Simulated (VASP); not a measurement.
A run of VASP 6.6.1:

Contents of INCAR:

```
ALGO     = Fast           # electronic algorithm
EDIFF    = 1E-7           # SCF threshold, eV
EDIFFG   = -0.005         # ionic threshold
ENCUT    = 600            # plane-wave cutoff, eV
GGA      = PE             # functional
IBRION   = 2              # ionic algorithm
ISIF     = 3              # what is computed and relaxed
ISMEAR   = 0              # smearing method
IVDW     = 12             # dispersion correction
LASPH    = True           # aspherical terms in the spheres
LCHARG   = False          # write CHGCAR
LREAL    = False          # projectors in reciprocal space
LWAVE    = False          # write WAVECAR
NELM     = 60             # most SCF steps
NSW      = 100            # ionic steps
PREC     = Accurate       # precision mode
SIGMA    = 0.1            # smearing width, eV
```

File KPOINTS:

```
k-points
0
Gamma
  18 18 18
```

The input POSCAR:

```
W
1.0
   -1.5851577801      1.5851577801      1.5851577801
    1.5851577801     -1.5851577801      1.5851577801
    1.5851577801      1.5851577801     -1.5851577801
W
1
Direct
    0.0000000000      0.0000000000      0.0000000000
```

Potentials or basis: VASP PAW PBE potentials, release 64 (W_sv).

The run is started by

```sh
$ cat potpaw_PBE.64/W_sv/POTCAR > POTCAR
$ mpirun -np 1 vasp_std > vasp.out
```

Hardware: 1 thread of Intel Xeon 8259CL (shared host).

Question: Estimate the wall time of this run.

Answer: Wall time 2.3 min on 1 thread of Intel Xeon 8259CL (shared host), peak memory 0.19 GiB. Counts: scf iterations 38, k points 195, ion steps 3.
